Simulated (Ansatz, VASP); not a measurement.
**Two plane-wave programs on Co**

```
Co
1.0
     2.38080    0.00000    0.00000
     0.00000    2.38080    0.00000
     0.00000    0.00000    2.38080
Co
1
Direct
  0.00000 0.00000 0.00000
```

Alike in both runs: task single point; functional BLYP; k mesh 15 × 15 × 15; occupations fermi-dirac, width 0.1 eV; no spin polarisation.

|  | VASP | Ansatz |
| --- | --- | --- |
| version | VASP 6.6.1 | Ansatz 0.2.0 |
| potentials or method | VASP PAW PBE potentials, release 64 (Co), cutoff 520 eV | plane waves (420 eV) with PAW, scalar-relativistic |
| valence electrons in the cell | 9 | 17 |

VASP gave:

```
pressure (GPa) : -10.1
```

Question: Which values does Ansatz return?

Answer: Pressure (GPa): -10.0.

VASP's potentials were made for PBE, not for BLYP. VASP's potentials hold 9 valence electrons a cell and Ansatz's 17, so a difference there can come from the potentials and not from the codes.
